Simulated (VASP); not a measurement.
# ZnSe (gw) (F-43m) in VASP: G0W0 quasiparticle levels with PBEsol

Aim: the G0W0 quasiparticle levels of ZnSe (gw) with PBEsol.

All numbers are computed with VASP 6.6.1; they aren't measurements. Logs are shortened: lines on timing, memory, paths and dates and some standing lists are left out, and cuts for length are marked.

**1. The cell of the first run**

The structure is cubic, space group F-43m (No. 216). Conventional cell: a = 5.577 Å, b = 5.577 Å, c = 5.577 Å, α = 90.00°, β = 90.00°, γ = 90.00°. Zn (site symmetry -43m) has 4 Se at 2.41 Å within 3.2 Å. Se (site symmetry -43m) has 4 Zn at 2.41 Å within 3.2 Å.

**2. G0W0 quasiparticle levels, PBEsol**

POSCAR

```
ZnSe
1.0
    0.0000000000      2.7885351440      2.7885351440
    2.7885351440      0.0000000000      2.7885351440
    2.7885351440      2.7885351440      0.0000000000
Zn Se
1 1
Direct
    0.0000000000      0.0000000000      0.0000000000
    0.2500000000      0.2500000000      0.2500000000
```

INCAR.step1

```
ALGO = Normal
EDIFF = 1E-8
ENCUT = 500
GGA = PS
ISMEAR = 0
LASPH = T
LCHARG = F
LREAL = F
LWAVE = T
NELM = 100
PREC = Accurate
SIGMA = 0.01
```

INCAR.step2

```
ALGO = Exact
EDIFF = 1E-8
ENCUT = 500
GGA = PS
ISMEAR = 0
ISTART = 1
LASPH = T
LCHARG = F
LOPTICS = T
LREAL = F
LWAVE = T
NBANDS = 107
NELM = 1
PREC = Accurate
SIGMA = 0.01
```

INCAR.step3

```
ALGO = EVGW0
EDIFF = 1E-8
ENCUT = 500
ENCUTGW = 100.0
GGA = PS
ISMEAR = 0
ISTART = 1
LASPH = T
LCHARG = F
LREAL = F
LWAVE = F
NBANDS = 107
NBANDSGW = 17
NELMGW = 1
NOMEGA = 48
PREC = Accurate
PRECFOCK = Fast
SIGMA = 0.01
```

KPOINTS

```
k-points
0
Gamma
  4 4 4
```

Potentials or basis: VASP PAW PBE potentials, release 64 (Zn_GW, Se_GW).

Run with:

```bash
$ cat potpaw_PBE.64/Zn_GW/POTCAR potpaw_PBE.64/Se_GW/POTCAR > POTCAR
$ cp INCAR.step1 INCAR
$ mpirun -np 1 vasp_std > vasp.out
$ cp INCAR.step2 INCAR
$ mpirun -np 1 vasp_std > vasp.out
$ cp INCAR.step3 INCAR
$ mpirun -np 1 vasp_std > vasp.out
```

OUTCAR:

```text
EDIFF = 1E-8
   ENCUT = 500
   ENCUTGW = 100.0
   GGA = PS
   ISMEAR = 0
   ISTART = 1
   LASPH = T
   LREAL = F
   NELMGW = 1
   PREC = Accurate
   PRECFOCK = Fast

 ion  position               nearest neighbor table
   1  0.000  0.000  0.000-   2 2.41   2 2.41   2 2.41   2 2.41
   2  0.250  0.250  0.250-   1 2.41   1 2.41   1 2.41   1 2.41

  LATTYP: Found a face centered cubic cell.
 ALAT       =     5.5770702880

  Lattice vectors:

 A1 = (   0.0000000000,   2.7885351440,   2.7885351440)
 A2 = (   2.7885351440,   0.0000000000,   2.7885351440)
 A3 = (   2.7885351440,   2.7885351440,   0.0000000000)

Analysis of symmetry for initial positions (statically):
=====================================================================
 Subroutine PRICEL returns:
 Original cell was already a primitive cell.

 Routine SETGRP: Setting up the symmetry group for a
 face centered cubic supercell.

 Subroutine GETGRP returns: Found 24 space group operations
 (whereof 24 operations were pure point group operations)
 out of a pool of 48 trial point group operations.

The static configuration has the point symmetry T_d .

Analysis of symmetry for dynamics (positions and initial velocities):
=====================================================================
 Subroutine PRICEL returns:
 Original cell was already a primitive cell.

 Routine SETGRP: Setting up the symmetry group for a
 face centered cubic supercell.

 Subroutine GETGRP returns: Found 24 space group operations
 (whereof 24 operations were pure point group operations)
 out of a pool of 48 trial point group operations.

The dynamic configuration has the point symmetry T_d .

 Subroutine INISYM returns: Found 24 space group operations
 (whereof 24 operations are pure point group operations),
 and found     1 'primitive' translations

----------------------------------------------------------------------------------------

                                     Primitive cell

  volume of cell :      43.3669

  direct lattice vectors                    reciprocal lattice vectors
     0.000000000  2.788535144  2.788535144    -0.179305612  0.179305612  0.179305612
     2.788535144  0.000000000  2.788535144     0.179305612 -0.179305612  0.179305612
     2.788535144  2.788535144  0.000000000     0.179305612  0.179305612 -0.179305612

  length of vectors
     3.943584220  3.943584220  3.943584220     0.310566430  0.310566430  0.310566430

  position of ions in fractional coordinates (direct lattice)
     0.000000000  0.000000000  0.000000000
     0.250000000  0.250000000  0.250000000

  ion indices of the primitive-cell ions
   primitive index   ion index
                 1           1
                 2           2

----------------------------------------------------------------------------------------

 KPOINTS: k-points

Automatic generation of k-mesh.
 Grid dimensions read from file:
 generate k-points for:    4    4    4

 Generating k-lattice:

  Cartesian coordinates                     Fractional coordinates (reciprocal lattice)
    -0.044826403  0.044826403  0.044826403     0.250000000  0.000000000  0.000000000
     0.044826403 -0.044826403  0.044826403     0.000000000  0.250000000  0.000000000
     0.044826403  0.044826403 -0.044826403     0.000000000  0.000000000  0.250000000

  Length of vectors
     0.077641607  0.077641607  0.077641607

  Shift w.r.t. Gamma in fractional coordinates (k-lattice)
     0.000000000  0.000000000  0.000000000

 Subroutine IBZKPT returns following result:
 ===========================================

 Found      8 irreducible k-points:

 Following reciprocal coordinates:
            Coordinates               Weight
  0.000000  0.000000  0.000000      1.000000
  0.250000  0.000000  0.000000      8.000000
  0.500000  0.000000  0.000000      4.000000
  0.250000  0.250000  0.000000      6.000000
  0.500000  0.250000  0.000000     24.000000
 -0.250000  0.250000  0.000000     12.000000
  0.500000  0.500000  0.000000      3.000000
 -0.250000  0.500000  0.250000      6.000000
   k-points           NKPTS =      8   k-points in BZ     NKDIM =     64   number of bands    NBANDS=    107
   number of dos      NEDOS =    301   number of ions     NIONS =      2
   total plane-waves  NPLWV =  27000
   dimension x,y,z NGX =    30 NGY =   30 NGZ =   30
   dimension x,y,z NGXF=    60 NGYF=   60 NGZF=   60
   ions per type =               1   1
   NGX,Y,Z   is equivalent  to a cutoff of  12.65, 12.65, 12.65 a.u.
   NGXF,Y,Z  is equivalent  to a cutoff of  25.29, 25.29, 25.29 a.u.
 SYSTEM =  unknown system
   PREC   = accura    normal or accurate (medium, high low for compatibility)
   ISTART =      1    job   : 0-new  1-cont  2-samecut
   ICHARG =      0    charge: 1-file 2-atom 10-const
   ISPIN  =      1    spin polarized calculation?
   LNONCOLLINEAR =      F non collinear calculations
   LSORBIT =      F    spin-orbit coupling
   LASPH  =      T    aspherical Exc in radial PAW
   ENCUT  =  500.0 eV  36.75 Ry    6.06 a.u.   7.19  7.19  7.19*2*pi/ulx,y,z
   NELM   =     60;   NELMIN=  2; NELMDL=  0     # of ELM steps
   EDIFF  = 0.1E-07   stopping-criterion for ELM
   LREAL  =      F    real-space projection
   EDIFFG = 0.1E-06   stopping-criterion for IOM
   NSW    =      0    number of steps for IOM
   IBRION =     -1    ionic relax: 0-MD 1-quasi-New 2-CG
   NFREE  =      0    steps in history (QN), initial steepest desc. (CG)
   ISIF   =      0    stress and relaxation
   ISYM   =      3    0-nonsym 1-usesym 2-fastsym
   POTIM  = 0.5000    time-step for ionic-motion
   TEBEG  =    0.0;   TEEND  =   0.0 temperature during run
   PSTRESS=    0.0 pullay stress
   NELECT =      18.0000    total number of electrons
   NUPDOWN=      -1.0000    fix difference up-down
   EMIN   =  10.00;   EMAX   =-10.00  energy-range for DOS
   EFERMI =   0.00;   METHOD = LEGACY
   ISMEAR =     0;   SIGMA  =   0.01  broadening in eV -4-tet -1-fermi 0-gaus
   EFERMI_NEDOS =   21; number of points for ismear=-14 and -15
   IALGO  =     38    algorithm
   IMIX   =      4    mixing-type and parameters
     AMIX     =   0.40;   BMIX     =  1.00
     AMIX_MAG =   1.60;   BMIX_MAG =  1.00
  volume/ion in A,a.u.               =      21.68       146.33
  Fermi-wavevector in a.u.,A,eV,Ry     =   1.221180  2.307695 20.290091  1.491280
  Thomas-Fermi vector in A             =   2.356371
   LORBIT       =      0    0 simple, 1 ext, 2 COOP (PROOUT), +10 PAW based schemes
   GGA     = PS    functional components
   LHFCALC =     T    Hartree Fock is set to
   PRECFOCK=fast      Normal, Fast or Accurate (Low or Medium for compatibility)
   ENCUT4O =  -1.0   cutoff for four orbital integrals eV
   NKREDX  =     1    reduce k-point grid by
   NKREDY  =     1    reduce k-point grid by
   NKREDZ  =     1    reduce k-point grid by
   AEXX    =    1.0000 exact exchange contribution
   HFSCREEN=    0.0000 screening length (either q_TF or 0.3 A-1)
   HFSCREENC=   0.0000 screening length for correlation (either q_TF or 0.3 A-1)
   ENCUTFOCK=  -1.0 apply spherical cutoff to Coloumb kernel
   IVDW    =     0    specifies the selected vdW correction
   LEPSILON=     F    determine dielectric tensor
   LRPA    =     F    only Hartree local field effects (RPA)
   LRPAFORCE           =     F    calculate RPA forces
   ENCUTGW             = 100.0    cutoff for response function in eV
   ENCUTGWSOFT         =  80.0    soft cutoff for Coulomb kernel in GW response function in eV
   ENCUTLF             =  -1.0    cutoff for local field effects
   NELMGW              =     1    number of iterations in solving QP/BSE equation
   NELMHF              =     1    number of iterations in the inner HF iteration
   NKREDLFX            =     1    NKREDLFY  =   1   NKREDLFZ  =   1
 non-spin polarized calculation
 Gauss-broadening in eV      SIGMA  =   0.01
  energy-cutoff  :      500.00
  volume of cell :       43.37
 maximum number of plane-waves:      1124
 NGX is ok and might be reduce to    30
  NGX = 16; NGY = 16; NGZ = 16
   NGX = 15   NGY = 15   NGZ = 15
 maximum number of plane-waves:       113
 NGX is ok and might be reduce to    14

 QP shifts <psi_nk| G(iteration)W_0 |psi_nk>: iteration 1
 for sc-GW calculations column KS-energies equals QP-energies in previous step
 and V_xc(KS)=  KS-energies - (<T + V_ion + V_H > + <T+V_H+V_ion>^1  + <V_x>^1)

 k-point   1 :       0.0000    0.0000    0.0000
  band No.  KS-energies  QP-energies   sigma(KS)   V_xc(KS)     V^pw_x(r,r')   Z            occupation Imag(sigma)

      1     -10.5763     -10.9662     -13.0058     -12.4164     -19.9129       0.6617       2.0000       1.1210
      2      -3.7374      -5.4784     -22.1904     -19.6113     -30.6834       0.6751       2.0000       0.2152
      3      -3.7374      -5.4784     -22.1904     -19.6113     -30.6834       0.6751       2.0000       0.2152
      4      -3.7374      -5.4784     -22.1904     -19.6113     -30.6834       0.6751       2.0000       0.2152
      5      -3.3225      -5.1905     -23.2147     -20.4744     -31.9694       0.6817       2.0000       0.1923
      6      -3.3225      -5.1905     -23.2147     -20.4744     -31.9694       0.6817       2.0000       0.1923
[... 9 lines left out ...]
     16      14.5384      14.8831     -10.2195     -10.6771      -5.1687       0.7533       0.0000      -0.2712
     17      16.0086      16.1571      -7.8836      -8.0811      -2.3632       0.7516       0.0000      -0.3979

 k-point   2 :       0.2500    0.0000    0.0000
  band No.  KS-energies  QP-energies   sigma(KS)   V_xc(KS)     V^pw_x(r,r')   Z            occupation Imag(sigma)

      1     -10.1724     -10.5605     -13.2465     -12.6630     -20.0256       0.6651       2.0000       1.0879
      2      -3.6888      -5.3597     -21.4064     -18.9392     -29.5447       0.6772       2.0000       0.2215
      3      -3.6811      -5.4332     -22.3029     -19.7125     -30.8208       0.6764       2.0000       0.2141
      4      -3.6811      -5.4332     -22.3029     -19.7125     -30.8208       0.6764       2.0000       0.2141
      5      -3.3231      -5.1868     -23.2076     -20.4701     -31.9674       0.6808       2.0000       0.1933
      6      -3.3231      -5.1868     -23.2076     -20.4701     -31.9674       0.6808       2.0000       0.1933
[... 9 lines left out ...]
     16      13.6104      13.7830      -7.6352      -7.8637      -2.3362       0.7556       0.0000      -0.2975
     17      17.1171      17.4941      -8.8434      -9.3440      -2.9544       0.7532       0.0000      -0.5602

 k-point   3 :       0.5000    0.0000    0.0000
  band No.  KS-energies  QP-energies   sigma(KS)   V_xc(KS)     V^pw_x(r,r')   Z            occupation Imag(sigma)
[... 85 lines left out ...]
      1      -9.3843      -9.7565     -13.8471     -13.3060     -20.4576       0.6879       2.0000       1.0019
      2      -3.7466      -5.3088     -20.1830     -17.8898     -27.8171       0.6813       2.0000       0.2300
      3      -3.4527      -5.2616     -22.9010     -20.2411     -31.5860       0.6800       2.0000       0.2096
      4      -3.4527      -5.2616     -22.9010     -20.2411     -31.5860       0.6800       2.0000       0.2096
      5      -3.2675      -5.1453     -23.3350     -20.5906     -32.1342       0.6842       2.0000       0.1920
      6      -3.1268      -4.9281     -22.7537     -20.1133     -31.3214       0.6822       2.0000       0.2080
[... 9 lines left out ...]
     16      17.5742      17.9258     -10.1936     -10.6571      -4.5532       0.7587       0.0000      -0.5467
     17      17.5742      17.9258     -10.1936     -10.6571      -4.5532       0.7587       0.0000      -0.5467

 k-point   8 :      -0.2500    0.5000    0.2500
  band No.  KS-energies  QP-energies   sigma(KS)   V_xc(KS)     V^pw_x(r,r')   Z            occupation Imag(sigma)

      1      -9.3783      -9.7462     -13.8630     -13.3231     -20.4823       0.6814       2.0000       0.9937
      2      -3.6222      -5.3451     -21.8655     -19.3331     -30.1664       0.6803       2.0000       0.2140
      3      -3.5044      -5.3191     -22.8612     -20.1905     -31.5679       0.6795       2.0000       0.2098
      4      -3.3692      -5.1555     -22.5606     -19.9301     -31.0582       0.6791       2.0000       0.1990
      5      -3.3563      -5.2111     -23.1955     -20.4680     -31.9883       0.6801       2.0000       0.2013
      6      -2.9793      -4.8112     -23.2052     -20.5338     -31.8725       0.6857       2.0000       0.2058
[... 9 lines left out ...]
     16      17.2220      17.5033      -9.2546      -9.6269      -3.5012       0.7554       0.0000      -0.5734
     17      17.9103      18.4122      -9.9253     -10.5965      -3.9712       0.7476       0.0000      -0.5851
```

It took 3.5 min on 1 thread of Intel Xeon 8259CL, shared host; peak memory 0.38 GiB.

What came out:

```
Band gap on the k mesh, mean-field level : 1.34 eV, direct
Quasiparticle gap                        : 2.59 eV
Least direct quasiparticle gap           : 2.59 eV
```

Caveat: the k points lie up to 0.49 Å⁻¹ apart; bands, screening cutoff and mesh are small and nothing is extrapolated, so the quasiparticle values aren't converged.
